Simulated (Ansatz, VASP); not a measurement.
# TaGe3Ru: VASP beside Ansatz

The input INCAR:

```
SYSTEM = TaGe3Ru
ALGO = Normal ; EDIFF = 1E-7
ENCUT = 520 ; GGA = PE
ISIF = 2 ; ISMEAR = 0
ISPIN = 2 ; LASPH = .True.
LCHARG = .False. ; LMAXMIX = 4
LORBIT = 11 ; LREAL = .False.
LWAVE = .False. ; MAGMOM = 0 0 0 0 1
NBANDS = 46 ; NELM = 150
PREC = Accurate ; SIGMA = 0.1
```

File KPOINTS:

```
k-points
0
Gamma
  6 6 2
  0 0 0
```

POSCAR

```
TaGe3Ru
1.0
    3.4723929213      0.0000000000      0.0000000000
    0.0000000000      3.4723929213      0.0000000000
    0.0000000000      0.0000000000      7.7191885930
Ta Ge Ru
1 3 1
Direct
    0.5000000000      0.5000000000      0.5000000000
    0.0000000000      0.0000000000      0.8333779727
    0.0000000000      0.0000000000      0.1666220273
    0.0000000000      0.0000000000      0.5000000000
    0.5000000000      0.5000000000      0.0000000000
```

Input for Ansatz:

```yaml
crystal:
  lattice:
    - [3.4723929213, 0.0, 0.0]
    - [0.0, 3.4723929213, 0.0]
    - [0.0, 0.0, 7.719188593]
  atoms:
    - { symbol: Ta, position: [0.5, 0.5, 0.5] }
    - { symbol: Ge, position: [0.0, 0.0, 0.8333779727] }
    - { symbol: Ge, position: [0.0, 0.0, 0.1666220273] }
    - { symbol: Ge, position: [0.0, 0.0, 0.5] }
    - { symbol: Ru, position: [0.5, 0.5, 0.0], spin: 1.0 }
basis:
  ecutwfc: 420
kpoints:
  mp_grid: { grid: [6, 6, 2] }
hamiltonian:
  xc: pbe
scf:
  occupations: { method: gaussian, width: 0.1 }
  lower_state_search: "off"
output:
  forces: true
  stress: true
  eigenvalues: true
  populations: true
magnetization:
  spin_polarized: true
```

Alike in both runs: task single point; functional PBE; k mesh 6 × 6 × 2; occupations gaussian, width 0.1 eV; collinear spin.

|  | VASP | Ansatz |
| --- | --- | --- |
| version | VASP 6.6.1 | Ansatz 0.2.0 |
| potentials or method | VASP PAW PBE potentials, release 64 (Ta_pv, Ge_d, Ru_pv), cutoff 520 eV | scalar-relativistic, plane waves, PAW |
| valence electrons in the cell | 67 | 71 |

Ansatz gave:

| Property | Result |
| --- | --- |
| gap on the k mesh at the Fermi level (eV) | none |
| pressure (GPa) | 0.3 |
| traceless stress, the component that is largest in VASP (GPa) | 0.25 |
| net moment per atom (μB) | 0.06 |
| size of the moment on the site where the two differ most (μB) | 0.04 |

Estimate VASP's values.

gap on the k mesh at the Fermi level (eV): none; pressure (GPa): 0.4; traceless stress, the component that is largest in VASP (GPa): 0.20; net moment per atom (μB): 0.06; size of the moment on the site where the two differ most (μB): 0.05.

Site moments also hang on the region over which each program counts them. A gap of «none» marks a metal or a gap that the smearing closes. With one functional, cell and mesh, what is left measures potentials, basis and numerics. VASP's potentials hold 67 valence electrons a cell and Ansatz's 71, so a difference there can come from the potentials and not from the codes.

The k mesh is coarse, so the values compare programs but aren't converged. Neither program's run includes spin-orbit coupling.
